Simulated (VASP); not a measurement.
# Cr (Pm-3m) in VASP: further runs

The runs below take Cr through single point, with PBEsol.

Everything below comes from runs of VASP 6.6.1. Logs are shortened: lines on timing, memory, paths and dates and some standing lists are left out, and cuts for length are marked.

### Step 1. The cell of the first run

Symmetry: Pm-3m, No. 221, cubic system. The conventional cell has a = 2.210 Å, b = 2.210 Å, c = 2.210 Å, α = 90.00°, β = 90.00°, γ = 90.00°. Within 2.9 Å of Cr (site symmetry m-3m) lie 6 Cr at 2.21 Å.

### Step 2. Single point, PBEsol, collinear spin, ferromagnetic start (volume scaled by 0.88)

INCAR

```
PREC     = Accurate       # precision mode
ENCUT    = 520            # plane-wave cutoff, eV
EDIFF    = 1E-6           # SCF threshold, eV
ISMEAR   = -1             # smearing method
SIGMA    = 0.05           # smearing width, eV
LREAL    = False          # projectors in reciprocal space
LASPH    = True           # aspherical terms in the spheres
NELM     = 150            # most SCF steps
ALGO     = Normal         # electronic algorithm
ISIF     = 2              # what is computed and relaxed
LWAVE    = False          # write WAVECAR
LCHARG   = True           # write CHGCAR
ISPIN    = 2              # spin polarisation
MAGMOM   = 1.5            # initial moments
LORBIT   = 11             # projections on sites
LMAXMIX  = 4              # l up to which the mixer works
GGA      = PS             # functional
LELF     = True           # ELF
LVHAR    = True         
NBANDS   = 16             # bands
```

KPOINTS

```
regular mesh
0
Gamma
  15 15 15
```

POSCAR

```
Cr
1.0
    2.2095716477      0.0000000000      0.0000000000
    0.0000000000      2.2095716477      0.0000000000
    0.0000000000      0.0000000000      2.2095716477
Cr
1
Direct
    0.0000000000      0.0000000000      0.0000000000
```

Potentials or basis: VASP PAW PBE potentials, release 64 (Cr_pv).

The run is started by

```console
$ cat potpaw_PBE.64/Cr_pv/POTCAR > POTCAR
$ mpirun -np 1 vasp_std > vasp.out
```

OUTCAR:

```text
PREC = Accurate
   ENCUT = 520
   EDIFF = 1E-6
   ISMEAR = -1
   LREAL = False
   LASPH = True
   NELM = 150
   ISIF = 2
   ISPIN = 2
   LORBIT = 11
   GGA = PS

 ion  position               nearest neighbor table
   1  0.000  0.000  0.000-

  LATTYP: Found a simple cubic cell.
 ALAT       =     2.2095716477

  Lattice vectors:

 A1 = (   2.2095716477,   0.0000000000,   0.0000000000)
 A2 = (   0.0000000000,   2.2095716477,   0.0000000000)
 A3 = (   0.0000000000,   0.0000000000,   2.2095716477)

Analysis of symmetry for initial positions (statically):
=====================================================================
 Subroutine PRICEL returns:
 Original cell was already a primitive cell.

 Routine SETGRP: Setting up the symmetry group for a
 simple cubic supercell.

 Subroutine GETGRP returns: Found 48 space group operations
 (whereof 48 operations were pure point group operations)
 out of a pool of 48 trial point group operations.

The static configuration has the point symmetry O_h .

Analysis of symmetry for dynamics (positions and initial velocities):
=====================================================================
 Subroutine PRICEL returns:
 Original cell was already a primitive cell.

 Routine SETGRP: Setting up the symmetry group for a
 simple cubic supercell.

 Subroutine GETGRP returns: Found 48 space group operations
 (whereof 48 operations were pure point group operations)
 out of a pool of 48 trial point group operations.

The dynamic configuration has the point symmetry O_h .

Analysis of structural, dynamic, and magnetic symmetry:
=====================================================================
 Subroutine PRICEL returns:
 Original cell was already a primitive cell.

 Routine SETGRP: Setting up the symmetry group for a
 simple cubic supercell.

 Subroutine GETGRP returns: Found 48 space group operations
 (whereof 48 operations were pure point group operations)
 out of a pool of 48 trial point group operations.

The overall configuration has the point symmetry O_h .

 Subroutine INISYM returns: Found 48 space group operations
 (whereof 48 operations are pure point group operations),
 and found     1 'primitive' translations

----------------------------------------------------------------------------------------

                                     Primitive cell

  volume of cell :      10.7876

  direct lattice vectors                    reciprocal lattice vectors
     2.209571648  0.000000000  0.000000000     0.452576408  0.000000000  0.000000000
     0.000000000  2.209571648  0.000000000     0.000000000  0.452576408  0.000000000
     0.000000000  0.000000000  2.209571648     0.000000000  0.000000000  0.452576408

  length of vectors
     2.209571648  2.209571648  2.209571648     0.452576408  0.452576408  0.452576408

  position of ions in fractional coordinates (direct lattice)
     0.000000000  0.000000000  0.000000000

  ion indices of the primitive-cell ions
   primitive index   ion index
                 1           1

----------------------------------------------------------------------------------------

 KPOINTS: regular mesh

Automatic generation of k-mesh.
 Grid dimensions read from file:
 generate k-points for:   15   15   15

 Generating k-lattice:

  Cartesian coordinates                     Fractional coordinates (reciprocal lattice)
     0.030171761  0.000000000  0.000000000     0.066666667  0.000000000  0.000000000
     0.000000000  0.030171761  0.000000000     0.000000000  0.066666667  0.000000000
     0.000000000  0.000000000  0.030171761     0.000000000  0.000000000  0.066666667

  Length of vectors
     0.030171761  0.030171761  0.030171761

  Shift w.r.t. Gamma in fractional coordinates (k-lattice)
     0.000000000  0.000000000  0.000000000

 Subroutine IBZKPT returns following result:
 ===========================================

 Found    120 irreducible k-points:

 Following reciprocal coordinates:
            Coordinates               Weight
  0.000000  0.000000  0.000000      1.000000
  0.066667  0.000000  0.000000      6.000000
  0.133333  0.000000  0.000000      6.000000
  0.200000  0.000000  0.000000      6.000000
  0.266667  0.000000  0.000000      6.000000
  0.333333  0.000000  0.000000      6.000000
[... 16 lines left out ...]
  0.266667  0.200000  0.000000     24.000000
  0.333333  0.200000  0.000000     24.000000
 [... further k-points ...]
   k-points           NKPTS =    120   k-points in BZ     NKDIM =    120   number of bands    NBANDS=     16
   number of dos      NEDOS =    301   number of ions     NIONS =      1
   total plane-waves  NPLWV =   4096
   dimension x,y,z NGX =    16 NGY =   16 NGZ =   16
   dimension x,y,z NGXF=    32 NGYF=   32 NGZF=   32
   ions per type =               1
   NGX,Y,Z   is equivalent  to a cutoff of  12.04, 12.04, 12.04 a.u.
   NGXF,Y,Z  is equivalent  to a cutoff of  24.08, 24.08, 24.08 a.u.
 SYSTEM =  unknown system
   PREC   = accura    normal or accurate (medium, high low for compatibility)
   ISTART =      0    job   : 0-new  1-cont  2-samecut
   ICHARG =      2    charge: 1-file 2-atom 10-const
   ISPIN  =      2    spin polarized calculation?
   LNONCOLLINEAR =      F non collinear calculations
   LSORBIT =      F    spin-orbit coupling
   LASPH  =      T    aspherical Exc in radial PAW
   ENCUT  =  520.0 eV  38.22 Ry    6.18 a.u.   4.11  4.11  4.11*2*pi/ulx,y,z
   NELM   =    150;   NELMIN=  2; NELMDL= -5     # of ELM steps
   EDIFF  = 0.1E-05   stopping-criterion for ELM
   LREAL  =      F    real-space projection
   EDIFFG = 0.1E-04   stopping-criterion for IOM
   NSW    =      0    number of steps for IOM
   IBRION =     -1    ionic relax: 0-MD 1-quasi-New 2-CG
   NFREE  =      0    steps in history (QN), initial steepest desc. (CG)
   ISIF   =      2    stress and relaxation
   ISYM   =      2    0-nonsym 1-usesym 2-fastsym
   POTIM  = 0.5000    time-step for ionic-motion
   TEBEG  =    0.0;   TEEND  =   0.0 temperature during run
   PSTRESS=    0.0 pullay stress
   NELECT =      12.0000    total number of electrons
   NUPDOWN=      -1.0000    fix difference up-down
   EMIN   =  10.00;   EMAX   =-10.00  energy-range for DOS
   EFERMI =   0.00;   METHOD = LEGACY
   ISMEAR =    -1;   SIGMA  =   0.05  broadening in eV -4-tet -1-fermi 0-gaus
   EFERMI_NEDOS =   21; number of points for ismear=-14 and -15
   IALGO  =     38    algorithm
   IMIX   =      4    mixing-type and parameters
     AMIX     =   0.40;   BMIX     =  1.00
     AMIX_MAG =   1.60;   BMIX_MAG =  1.00
  volume/ion in A,a.u.               =      10.79        72.80
  Fermi-wavevector in a.u.,A,eV,Ry     =   1.696265  3.205477 39.148269  2.877317
  Thomas-Fermi vector in A             =   2.777159
   LORBIT       =     11    0 simple, 1 ext, 2 COOP (PROOUT), +10 PAW based schemes
   GGA     = PS    functional components
   LHFCALC =     F    Hartree Fock is set to
   AEXX    =    0.0000 exact exchange contribution
   IVDW    =     0    specifies the selected vdW correction
   LEPSILON=     F    determine dielectric tensor
   LRPA    =     F    only Hartree local field effects (RPA)
 spin polarized calculation
  energy-cutoff  :      520.00
  volume of cell :       10.79
 maximum number of plane-waves:       300
   NGX =  9   NGY =  9   NGZ =  9

 number of electron      11.9999997 magnetization       0.0007923

 Free energy of the ion-electron system (eV)
  ---------------------------------------------------
  ext. energy  EPLUGINS =         0.00000000
  ---------------------------------------------------
  free energy    TOTEN  =        -9.02756784 eV

  energy without entropy =       -9.01446072  energy(sigma->0) =       -9.02101428

 E-fermi :  11.9172     XC(G=0): -14.1043

 val. band max:       11.9169950260   @ k =   0.4000   0.4000   0.1333
 cond. band min:      11.9172747132   @ k =   0.3333   0.3333   0.2000
 fundamental gap:      0.0002796872
 Fermi energy:        11.9171694611

 spin component 1

 k-point     1 :       0.0000    0.0000    0.0000
  band No.  band energies     occupation
      1     -30.2087      1.00000
      2     -30.2087      1.00000
      3     -30.2087      1.00000
      4       3.9432      1.00000
      5       7.9589      1.00000
      6       7.9589      1.00000
[... 8 lines left out ...]
     15      39.4771      0.00000
     16      44.0949      0.00000

 k-point     2 :       0.0667    0.0000    0.0000
  band No.  band energies     occupation
      1     -30.2873      1.00000
      2     -30.2020      1.00000
      3     -30.2020      1.00000
      4       4.1084      1.00000
      5       7.9974      1.00000
      6       8.0973      1.00000
[... 8 lines left out ...]
     15      40.3077      0.00000
     16      44.8530      0.00000
[... 387 lines left out ...]
      5       9.1102      1.00000
      6      10.5240      1.00000
[... 8 lines left out ...]
     15      43.9259      0.00000
     16      48.8621      0.00000

 k-point    24 :       0.3333    0.2000    0.0000
  band No.  band energies     occupation
      1     -31.4227      1.00000
      2     -30.6712      1.00000
      3     -30.0408      1.00000
      4       7.6707      1.00000
      5       9.2054      1.00000
      6      10.8307      1.00000
[... 8 lines left out ...]
     15      42.0172      0.00000
     16      48.6655      0.00000

 [... further k-points ...]

 spin component 2

 k-point     1 :       0.0000    0.0000    0.0000
  band No.  band energies     occupation
      1     -30.2081      1.00000
      2     -30.2081      1.00000
      3     -30.2081      1.00000
      4       3.9436      1.00000
      5       7.9597      1.00000
      6       7.9597      1.00000
[... 8 lines left out ...]
     15      39.4773      0.00000
     16      44.0951      0.00000

 k-point     2 :       0.0667    0.0000    0.0000
  band No.  band energies     occupation
      1     -30.2866      1.00000
      2     -30.2014      1.00000
      3     -30.2014      1.00000
      4       4.1088      1.00000
      5       7.9982      1.00000
      6       8.0981      1.00000
[... 8 lines left out ...]
     15      40.3079      0.00000
     16      44.8532      0.00000
[... 387 lines left out ...]
      5       9.1109      1.00000
      6      10.5247      1.00000
[... 8 lines left out ...]
     15      43.9264      0.00000
     16      48.8625      0.00000

 k-point    24 :       0.3333    0.2000    0.0000
  band No.  band energies     occupation
      1     -31.4221      1.00000
      2     -30.6706      1.00000
      3     -30.0402      1.00000
      4       7.6710      1.00000
      5       9.2061      1.00000
      6      10.8314      1.00000
[... 8 lines left out ...]
     15      42.0177      0.00000
     16      48.6662      0.00000

 [... further k-points ...]
[... 5 lines left out ...]
  --------------------------------------------------------------------------------------
  -------------------------------------------------------------------------------------
  Total        2.3853815      2.3853815      2.3853815      0.0000000      0.0000000      0.0000000
  in kB      354.2779808    354.2779808    354.2779808      0.0000000      0.0000000      0.0000000
  external PRESSURE =     354.2779808 kB  Pullay stress =       0.0000000 kB

 VOLUME and BASIS-vectors are now :
 -----------------------------------------------------------------------------
  energy-cutoff  :      520.00
  volume of cell :       10.79
      direct lattice vectors                 reciprocal lattice vectors
     2.209571648  0.000000000  0.000000000     0.452576408  0.000000000  0.000000000
     0.000000000  2.209571648  0.000000000     0.000000000  0.452576408  0.000000000
     0.000000000  0.000000000  2.209571648     0.000000000  0.000000000  0.452576408

 POSITION                                       TOTAL-FORCE (eV/Angst)
 -----------------------------------------------------------------------------------
      0.00000      0.00000      0.00000         0.000000      0.000000      0.000000
 -----------------------------------------------------------------------------------
    total drift:                               -0.000000     -0.000000      0.000000

  FREE ENERGIE OF THE ION-ELECTRON SYSTEM (eV)
  ---------------------------------------------------
  free  energy   TOTEN  =        -9.0275678427 eV

  energy  without entropy=       -9.0144607165  energy(sigma->0) =       -9.02101428

 total charge

# of ion       s       p       d       tot
------------------------------------------
    1        0.477   6.383   4.596  11.456

 magnetization (x)

# of ion       s       p       d       tot
------------------------------------------
    1        0.000   0.000   0.001   0.001
```

It took 7.5 s on 1 thread of Intel Xeon 6975P-C (Granite Rapids), shared host; peak memory 0.13 GiB.

Results:

```yaml
Free_energy: -9.0276 eV
Pressure: 35.4 GPa
Band_gap_on_the_k_mesh: zero (filled and empty bands overlap)
Net_moment: 0.00 μB per cell
Valence_electrons_inside_the_program's_atomic_spheres: Cr 11.46
```

Caveat: the starting moments collapsed, and a magnetic state may lie lower; the PAW data sets were made with another functional, which shifts forces and pressure a little.

### Step 3. Single point, PBEsol, collinear spin, ferromagnetic start (volume scaled by 0.92)

INCAR

```
SYSTEM = Cr
ALGO = Normal
EDIFF = 1E-6
ENCUT = 520
GGA = PS
ISIF = 2
ISMEAR = -1
ISPIN = 2
LASPH = .TRUE.
LCHARG = .FALSE.
LMAXMIX = 4
LORBIT = 11
LREAL = .FALSE.
LWAVE = .FALSE.
MAGMOM = 1.5
NBANDS = 16
NELM = 150
PREC = Accurate
SIGMA = 0.05
```

KPOINTS

```
k-points
0
G
  15 15 15
  0 0 0
```

POSCAR

```
Cr
1.0
    2.2425551918      0.0000000000      0.0000000000
    0.0000000000      2.2425551918      0.0000000000
    0.0000000000      0.0000000000      2.2425551918
Cr
1
Direct
    0.0000000000      0.0000000000      0.0000000000
```

Potentials or basis: VASP PAW PBE potentials, release 64 (Cr_pv).

The run is started by

```console
$ cat potpaw_PBE.64/Cr_pv/POTCAR > POTCAR
$ mpirun -np 1 vasp_std > vasp.out
```

OUTCAR:

```text
SYSTEM = Cr
   EDIFF = 1E-6
   ENCUT = 520
   GGA = PS
   ISIF = 2
   ISMEAR = -1
   ISPIN = 2
   LASPH = .TRUE.
   LORBIT = 11
   LREAL = .FALSE.
   NELM = 150
   PREC = Accurate

 ion  position               nearest neighbor table
   1  0.000  0.000  0.000-

  LATTYP: Found a simple cubic cell.
 ALAT       =     2.2425551918

  Lattice vectors:

[... 1113 lines left out ...]
     16      46.9333      0.00000

 [... further k-points ...]
[... 5 lines left out ...]
  --------------------------------------------------------------------------------------
  -------------------------------------------------------------------------------------
  Total        1.5033839      1.5033839      1.5033839     -0.0000000     -0.0000000      0.0000000
  in kB      213.5753163    213.5753163    213.5753163     -0.0000000     -0.0000000      0.0000000
  external PRESSURE =     213.5753163 kB  Pullay stress =       0.0000000 kB

 VOLUME and BASIS-vectors are now :
 -----------------------------------------------------------------------------
  energy-cutoff  :      520.00
  volume of cell :       11.28
      direct lattice vectors                 reciprocal lattice vectors
     2.242555192  0.000000000  0.000000000     0.445919906  0.000000000  0.000000000
     0.000000000  2.242555192  0.000000000     0.000000000  0.445919906  0.000000000
     0.000000000  0.000000000  2.242555192     0.000000000  0.000000000  0.445919906

 POSITION                                       TOTAL-FORCE (eV/Angst)
 -----------------------------------------------------------------------------------
      0.00000      0.00000      0.00000         0.000000      0.000000      0.000000
 -----------------------------------------------------------------------------------
    total drift:                               -0.000000      0.000000      0.000000

  FREE ENERGIE OF THE ION-ELECTRON SYSTEM (eV)
  ---------------------------------------------------
  free  energy   TOTEN  =        -9.1140725116 eV

  energy  without entropy=       -9.0998830659  energy(sigma->0) =       -9.10697779

 total charge

# of ion       s       p       d       tot
------------------------------------------
    1        0.465   6.360   4.523  11.348

 magnetization (x)

# of ion       s       p       d       tot
------------------------------------------
    1        0.000   0.000   0.001   0.001
```

OSZICAR:

```text
N       E                     dE             d eps       ncg     rms          rms(c)
DAV:   1     0.808241739751E+02    0.80824E+02   -0.61886E+03  7928   0.859E+02
DAV:   2    -0.842081417464E+01   -0.89245E+02   -0.84565E+02  8168   0.246E+02
DAV:   3    -0.988885445025E+01   -0.14680E+01   -0.14663E+01  8856   0.352E+01
DAV:   4    -0.989367174214E+01   -0.48173E-02   -0.48172E-02  8512   0.199E+00
DAV:   5    -0.989370503857E+01   -0.33296E-04   -0.33296E-04  8936   0.149E-01    0.144E+01
DAV:   6    -0.912806185696E+01    0.76564E+00   -0.15305E+00  8464   0.199E+01    0.248E+00
DAV:   7    -0.911966339803E+01    0.83985E-02   -0.31572E-02  7968   0.170E+00    0.166E+00
DAV:   8    -0.911704541505E+01    0.26180E-02   -0.20103E-03  8672   0.488E-01    0.761E-01
DAV:   9    -0.911390409717E+01    0.31413E-02   -0.13913E-03  8192   0.403E-01    0.970E-02
DAV:  10    -0.911405915654E+01   -0.15506E-03   -0.15291E-04  8160   0.118E-01    0.389E-02
DAV:  11    -0.911406863173E+01   -0.94752E-05   -0.49418E-06  8896   0.202E-02    0.206E-02
DAV:  12    -0.911407226649E+01   -0.36348E-05   -0.14443E-06  7488   0.143E-02    0.585E-03
DAV:  13    -0.911407251158E+01   -0.24509E-06   -0.27721E-07  4080   0.466E-03
   1 F= -.91140725E+01 E0= -.91069778E+01  d E =-.141894E-01  mag=     0.0006
```

stdout:

```text
POSCAR found type information on POSCAR Cr
 POSCAR found :  1 types and       1 ions
 scaLAPACK will be used
 -----------------------------------------------------------------------------
|                                                                             |
|                                                                             |
|     You enforced a specific xc type in the INCAR file but a different       |
|     I HOPE YOU KNOW WHAT YOU ARE DOING!                                     |
|                                                                             |
 -----------------------------------------------------------------------------

 LDA part: xc-table for (Slater+PW92), standard interpolation
 POSCAR, INCAR and KPOINTS ok, starting setup
 FFT: planning ... GRIDC
 FFT: planning ... GRID_SOFT
 FFT: planning ... GRID
 WAVECAR not read
 entering main loop
```

It took 15 s on 1 thread of Intel Xeon 6975P-C (Granite Rapids), shared host; peak memory 0.15 GiB.

What came out:

* Free energy: -9.1141 eV
* Pressure: 21.4 GPa
* Band gap on the k mesh: zero (filled and empty bands overlap)
* Net moment: 0.00 μB per cell
* Valence electrons inside the program's atomic spheres: Cr 11.35

Caveat: the starting moments collapsed, and a magnetic state may lie lower; the PAW data sets were made with another functional, which shifts forces and pressure a little.

(Continued in part 2 of 2.)
